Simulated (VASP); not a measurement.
B2W, 3 atoms in the cell. Symmetry: P6/mmm, No. 191, hexagonal system. Conventional cell: a = 3.064 Å, b = 3.064 Å, c = 3.393 Å, α = 90.00°, β = 90.00°, γ = 120.00°. Within 2.3 Å of B (site symmetry -6m2) lie 3 B at 1.77 Å. Within 3.2 Å of W (site symmetry 6/mmm) lie 12 B at 2.45 Å and 6 W at 3.06 Å. 

```yaml
Program: VASP 6.6.1
Task: relaxation of shape and atoms at fixed volume
Functional: PBEsol
Potentials_or_basis: VASP PAW PBE potentials, release 64 (B, W_sv)
Cutoff: 600 eV
k_mesh: 18 × 18 × 12
Occupations: gaussian, width 0.1 eV
Spin: no spin polarisation
Dipole_correction: no
Further_INCAR_settings: ALGO = Normal; EDIFF = 1e-06; IBRION = 2; EDIFFG = -0.01; NSW = 50; ISIF = 4
```

Potentials or basis: VASP PAW PBE potentials, release 64 (B, W_sv).

The run is started by

```sh
$ cat potpaw_PBE.64/B/POTCAR potpaw_PBE.64/W_sv/POTCAR > POTCAR
$ mpirun -np 1 vasp_std > vasp.out
```

Hardware: 1 thread of AMD EPYC 7R13 Processor (Zen 3), with other jobs on the host.

Problem. How long does it take, and how much memory?

Solution. Wall time 100 s on 1 thread of AMD EPYC 7R13 Processor (Zen 3), on a shared host, peak memory 0.22 GiB. Counts: scf iterations 21, k points 259, ion steps 3.
